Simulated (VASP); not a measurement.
# SrCl2 (R-3m) in VASP: notebook

The runs below take SrCl2 through single point, with PBE, LDA, PBE-based screened hybrid.

All numbers are computed with VASP 6.6.1; they aren't measurements. Logs are shortened: lines on timing, memory, paths and dates and some standing lists are left out, and cuts for length are marked.

## (1) The cell of the first run

The typed cell holds 3 atoms: a = 4.916 Å, b = 4.916 Å, c = 4.916 Å, α = 59.96°, β = 59.96°, γ = 59.96°.

## (2) Single point, PBE

INCAR

```
  PREC = Accurate
  ENCUT = 520
  EDIFF = 1E-6
  ISMEAR = 0
  SIGMA = 0.01
  LREAL = False
  LASPH = True
  NELM = 60
  ALGO = Normal
  ISIF = 2
  LWAVE = False
  LCHARG = True
  GGA = PE
  LELF = True
  LVHAR = True
  NBANDS = 19
```

KPOINTS

```
regular mesh
0
Gamma
  4 4 4
```

POSCAR

```
SrCl2
1.0
    2.4567214732      1.4183888039      4.0153159702
   -2.4567214732      1.4183888039      4.0153159702
    0.0000000000     -2.8367776077      4.0153159702
Sr Cl
1 2
Direct
    0.0000000000      0.0000000000      0.0000000000
    0.2499511378      0.2499511378      0.2499511378
    0.7500488622      0.7500488622      0.7500488622
```

Potentials or basis: VASP PAW PBE potentials, release 64 (Sr_sv, Cl).

Started as:

```console
$ cat potpaw_PBE.64/Sr_sv/POTCAR potpaw_PBE.64/Cl/POTCAR > POTCAR
$ mpirun -np 1 vasp_std > vasp.out
```

OUTCAR:

```text
PREC = Accurate
   ENCUT = 520
   EDIFF = 1E-6
   ISMEAR = 0
   LREAL = False
   LASPH = True
   NELM = 60
   ISIF = 2
   GGA = PE

 ion  position               nearest neighbor table
   1  0.000  0.000  0.000-   3 3.01   2 3.01   3 3.01   3 3.01   2 3.01   2 3.01   3 3.01   2 3.01

   2  0.250  0.250  0.250-   1 3.01   1 3.01   1 3.01   1 3.01
   3  0.750  0.750  0.750-   1 3.01   1 3.01   1 3.01   1 3.01

  LATTYP: Found a trigonal (rhomboedric) cell.
 ALAT       =     4.9163064933
 COS(alpha) =     0.5005822894

  Lattice vectors:

 A1 = (   2.4567214732,   1.4183888039,   4.0153159702)
 A2 = (  -2.4567214732,   1.4183888039,   4.0153159702)
 A3 = (   0.0000000000,  -2.8367776077,   4.0153159702)

Analysis of symmetry for initial positions (statically):
=====================================================================
 Subroutine PRICEL returns:
 Original cell was already a primitive cell.

 Routine SETGRP: Setting up the symmetry group for a
 trigonal (rhombohedral) supercell.

 Subroutine GETGRP returns: Found 12 space group operations
 (whereof 12 operations were pure point group operations)
 out of a pool of 12 trial point group operations.

The static configuration has the point symmetry D_3d.

Analysis of symmetry for dynamics (positions and initial velocities):
=====================================================================
 Subroutine PRICEL returns:
 Original cell was already a primitive cell.

 Routine SETGRP: Setting up the symmetry group for a
 trigonal (rhombohedral) supercell.

 Subroutine GETGRP returns: Found 12 space group operations
 (whereof 12 operations were pure point group operations)
 out of a pool of 12 trial point group operations.

The dynamic configuration has the point symmetry D_3d.

 Subroutine INISYM returns: Found 12 space group operations
 (whereof 12 operations are pure point group operations),
 and found     1 'primitive' translations

----------------------------------------------------------------------------------------

                                     Primitive cell

  volume of cell :      83.9503

  direct lattice vectors                    reciprocal lattice vectors
     2.456721473  1.418388804  4.015315970     0.203523275  0.117504218  0.083015468
    -2.456721473  1.418388804  4.015315970    -0.203523275  0.117504218  0.083015468
     0.000000000 -2.836777608  4.015315970     0.000000000 -0.235008435  0.083015468

  length of vectors
     4.916306493  4.916306493  4.916306493     0.249239910  0.249239910  0.249239910

  position of ions in fractional coordinates (direct lattice)
     0.000000000  0.000000000  0.000000000
     0.249951138  0.249951138  0.249951138
     0.750048862  0.750048862  0.750048862

  ion indices of the primitive-cell ions
   primitive index   ion index
                 1           1
                 2           2
                 3           3

----------------------------------------------------------------------------------------

 KPOINTS: regular mesh

Automatic generation of k-mesh.
 Grid dimensions read from file:
 generate k-points for:    4    4    4

 Generating k-lattice:

  Cartesian coordinates                     Fractional coordinates (reciprocal lattice)
     0.050880819  0.029376054  0.020753867     0.250000000  0.000000000  0.000000000
    -0.050880819  0.029376054  0.020753867     0.000000000  0.250000000  0.000000000
     0.000000000 -0.058752109  0.020753867     0.000000000  0.000000000  0.250000000

  Length of vectors
     0.062309977  0.062309977  0.062309977

  Shift w.r.t. Gamma in fractional coordinates (k-lattice)
     0.000000000  0.000000000  0.000000000

 Subroutine IBZKPT returns following result:
 ===========================================

 Found     13 irreducible k-points:

 Following reciprocal coordinates:
            Coordinates               Weight
  0.000000  0.000000  0.000000      1.000000
  0.250000  0.000000  0.000000      6.000000
  0.500000  0.000000  0.000000      3.000000
  0.250000  0.250000  0.000000      6.000000
  0.500000  0.250000  0.000000     12.000000
 -0.250000  0.250000  0.000000      6.000000
  0.500000  0.500000  0.000000      3.000000
  0.250000  0.250000  0.250000      2.000000
  0.500000  0.250000  0.250000      6.000000
 -0.250000  0.250000  0.250000      6.000000
  0.500000  0.500000  0.250000      6.000000
 -0.250000  0.500000  0.250000      6.000000
  0.500000  0.500000  0.500000      1.000000
   k-points           NKPTS =     13   k-points in BZ     NKDIM =     13   number of bands    NBANDS=     19
   number of dos      NEDOS =    301   number of ions     NIONS =      3
   total plane-waves  NPLWV =  64000
   dimension x,y,z NGX =    40 NGY =   40 NGZ =   40
   dimension x,y,z NGXF=    80 NGYF=   80 NGZF=   80
   ions per type =               1   2
   NGX,Y,Z   is equivalent  to a cutoff of  13.53, 13.53, 13.53 a.u.
   NGXF,Y,Z  is equivalent  to a cutoff of  27.05, 27.05, 27.05 a.u.
 SYSTEM =  unknown system
   PREC   = accura    normal or accurate (medium, high low for compatibility)
   ISTART =      0    job   : 0-new  1-cont  2-samecut
   ICHARG =      2    charge: 1-file 2-atom 10-const
   ISPIN  =      1    spin polarized calculation?
   LNONCOLLINEAR =      F non collinear calculations
   LSORBIT =      F    spin-orbit coupling
   LASPH  =      T    aspherical Exc in radial PAW
   ENCUT  =  520.0 eV  38.22 Ry    6.18 a.u.   9.14  9.14  9.14*2*pi/ulx,y,z
   NELM   =     60;   NELMIN=  2; NELMDL= -5     # of ELM steps
   EDIFF  = 0.1E-05   stopping-criterion for ELM
   LREAL  =      F    real-space projection
   EDIFFG = 0.1E-04   stopping-criterion for IOM
   NSW    =      0    number of steps for IOM
   IBRION =     -1    ionic relax: 0-MD 1-quasi-New 2-CG
   NFREE  =      0    steps in history (QN), initial steepest desc. (CG)
   ISIF   =      2    stress and relaxation
   ISYM   =      2    0-nonsym 1-usesym 2-fastsym
   POTIM  = 0.5000    time-step for ionic-motion
   TEBEG  =    0.0;   TEEND  =   0.0 temperature during run
   PSTRESS=    0.0 pullay stress
   NELECT =      24.0000    total number of electrons
   NUPDOWN=      -1.0000    fix difference up-down
   EMIN   =  10.00;   EMAX   =-10.00  energy-range for DOS
   EFERMI =   0.00;   METHOD = LEGACY
   ISMEAR =     0;   SIGMA  =   0.01  broadening in eV -4-tet -1-fermi 0-gaus
   EFERMI_NEDOS =   21; number of points for ismear=-14 and -15
   IALGO  =     38    algorithm
   IMIX   =      4    mixing-type and parameters
     AMIX     =   0.40;   BMIX     =  1.00
     AMIX_MAG =   1.60;   BMIX_MAG =  1.00
  volume/ion in A,a.u.               =      27.98       188.84
  Fermi-wavevector in a.u.,A,eV,Ry     =   1.078461  2.037996 15.824644  1.163079
  Thomas-Fermi vector in A             =   2.214400
   LORBIT       =      0    0 simple, 1 ext, 2 COOP (PROOUT), +10 PAW based schemes
   GGA     = PE    functional components
   LHFCALC =     F    Hartree Fock is set to
   AEXX    =    0.0000 exact exchange contribution
   IVDW    =     0    specifies the selected vdW correction
   LEPSILON=     F    determine dielectric tensor
   LRPA    =     F    only Hartree local field effects (RPA)
 non-spin polarized calculation
 Gauss-broadening in eV      SIGMA  =   0.01
  energy-cutoff  :      520.00
  volume of cell :       83.95
 maximum number of plane-waves:      2276
 NGX is ok and might be reduce to    40
   NGX = 19   NGY = 19   NGZ = 19

 number of electron      24.0000003 magnetization

 Free energy of the ion-electron system (eV)
  ---------------------------------------------------
  ext. energy  EPLUGINS =         0.00000000
  ---------------------------------------------------
  free energy    TOTEN  =       -12.77436186 eV

  energy without entropy =      -12.77436186  energy(sigma->0) =      -12.77436186

 E-fermi :   0.3583     XC(G=0):  -8.3313

 val. band max:        0.2267189105   @ k =   0.5000   0.5000   0.0000
 cond. band min:       5.6085309234   @ k =   0.0000   0.0000   0.0000
 fundamental gap:      5.3818120129
 Fermi energy:         0.3582810048

 k-point     1 :       0.0000    0.0000    0.0000
  band No.  band energies     occupation
      1     -32.6236      2.00000
      2     -14.6203      2.00000
      3     -14.6202      2.00000
      4     -14.6202      2.00000
      5     -13.1137      2.00000
      6     -12.2406      2.00000
[... 11 lines left out ...]
     18       9.2843      0.00000
     19       9.6081      0.00000

 k-point     2 :       0.2500    0.0000    0.0000
  band No.  band energies     occupation
      1     -32.6219      2.00000
      2     -14.7954      2.00000
      3     -14.6276      2.00000
      4     -14.6275      2.00000
      5     -12.8233      2.00000
      6     -12.3413      2.00000
[... 11 lines left out ...]
     18       8.8972      0.00000
     19       9.9044      0.00000

 k-point     3 :       0.5000    0.0000    0.0000
  band No.  band energies     occupation
      1     -32.6202      2.00000
      2     -14.9245      2.00000
      3     -14.6348      2.00000
      4     -14.6348      2.00000
      5     -12.7057      2.00000
      6     -12.3016      2.00000
[... 11 lines left out ...]
     18       8.9000      0.00000
     19       9.0885      0.00000

 k-point     4 :       0.2500    0.2500    0.0000
  band No.  band energies     occupation
      1     -32.6213      2.00000
      2     -14.8352      2.00000
      3     -14.6377      2.00000
      4     -14.6376      2.00000
      5     -12.6960      2.00000
      6     -12.4024      2.00000
[... 165 lines left out ...]
     18       9.2087      0.00000
     19       9.9450      0.00000

 k-point    12 :      -0.2500    0.5000    0.2500
  band No.  band energies     occupation
      1     -32.6190      2.00000
      2     -14.8337      2.00000
      3     -14.8331      2.00000
      4     -14.6555      2.00000
      5     -12.4253      2.00000
      6     -12.4242      2.00000
[... 11 lines left out ...]
     18       9.7948      0.00000
     19      10.9120      0.00000

 k-point    13 :       0.5000    0.5000    0.5000
  band No.  band energies     occupation
      1     -32.6202      2.00000
      2     -14.9242      2.00000
      3     -14.6347      2.00000
      4     -14.6347      2.00000
      5     -12.7049      2.00000
      6     -12.3028      2.00000
[... 11 lines left out ...]
     18       8.8971      0.00000
     19       9.0843      0.00000

------------------------ aborting loop because EDIFF is reached ----------------------------------------

  FORCE on cell =-STRESS in cart. coord.  units (eV):
  Direction    XX          YY          ZZ          XY          YZ          ZX
  --------------------------------------------------------------------------------------
  -------------------------------------------------------------------------------------
  Total        0.7997958      0.7997958      0.7905393      0.0000000      0.0000000      0.0000000
  in kB       15.2639707     15.2639707     15.0873116      0.0000000      0.0000000      0.0000000
  external PRESSURE =      15.2050843 kB  Pullay stress =       0.0000000 kB

 VOLUME and BASIS-vectors are now :
 -----------------------------------------------------------------------------
  energy-cutoff  :      520.00
  volume of cell :       83.95
      direct lattice vectors                 reciprocal lattice vectors
     2.456721473  1.418388804  4.015315970     0.203523275  0.117504218  0.083015468
    -2.456721473  1.418388804  4.015315970    -0.203523275  0.117504218  0.083015468
     0.000000000 -2.836777608  4.015315970     0.000000000 -0.235008435  0.083015468

 POSITION                                       TOTAL-FORCE (eV/Angst)
 -----------------------------------------------------------------------------------
      0.00000      0.00000      0.00000         0.000000     -0.000000     -0.000000
      0.00000      0.00000      3.01090         0.000000     -0.000000     -0.000165
      0.00000      0.00000      9.03505         0.000000      0.000000      0.000165
 -----------------------------------------------------------------------------------
    total drift:                               -0.000000      0.000000     -0.000000

  FREE ENERGIE OF THE ION-ELECTRON SYSTEM (eV)
  ---------------------------------------------------
  free  energy   TOTEN  =       -12.7743618635 eV

  energy  without entropy=      -12.7743618635  energy(sigma->0) =      -12.77436186
```

Wall time 16 s (1 thread of Intel Xeon 6975P-C, shared host); peak memory 0.24 GiB.

Results:

- Free energy: -12.7744 eV
- Pressure: 1.5 GPa
- Band gap on the k mesh: 5.38 eV, indirect (least direct gap 5.50 eV)

## (3) Single point, PBE

INCAR

```
SYSTEM = SrCl2
PREC = Accurate
ENCUT = 520
EDIFF = 1E-6
ISMEAR = 0
SIGMA = 0.01
LREAL = .False.
LASPH = .True.
NELM = 60
ALGO = Normal
ISIF = 2
LWAVE = .False.
LCHARG = .False.
GGA = PE
NBANDS = 19
```

KPOINTS

```
Automatic mesh
0
Gamma
  4 4 4
  0 0 0
```

POSCAR is that of step 2.

Potentials or basis: VASP PAW PBE potentials, release 64 (Sr_sv, Cl).

Started as:

```console
$ cat potpaw_PBE.64/Sr_sv/POTCAR potpaw_PBE.64/Cl/POTCAR > POTCAR
$ mpirun -np 1 vasp_std > vasp.out
```

It took 16 s on 1 thread of Intel Xeon 6975P-C, shared host; peak memory 0.24 GiB.

Results (log left out):

| Quantity | Value |
| --- | --- |
| Free energy | -12.7744 eV |
| Pressure | 1.5 GPa |
| Band gap on the k mesh | 5.38 eV, indirect (least direct gap 5.50 eV) |

Levels at points of the mesh, in eV from the valence-band top:
| k point | band 9 | band 10 | band 11 | band 12 | band 13 | band 14 | band 15 | band 16 |
| --- | --- | --- | --- | --- | --- | --- | --- | --- |
| (0.00, 0.00, 0.00) | -2.16 | -0.34 | -0.34 | -0.34 | 5.38 | 6.09 | 6.09 | 9.05 |
| (0.50, 0.00, 0.00) | -1.52 | -1.34 | -1.06 | -1.06 | 6.72 | 6.72 | 7.55 | 7.89 |
| (0.50, 0.50, 0.00) | -1.90 | -0.41 | -0.41 | 0.00 | 5.50 | 7.07 | 7.63 | 8.04 |
| (0.50, 0.50, 0.50) | -1.52 | -1.34 | -1.06 | -1.06 | 6.72 | 6.72 | 7.54 | 7.89 |

A k mesh can miss the band edges.

[end of part 1 of 2]
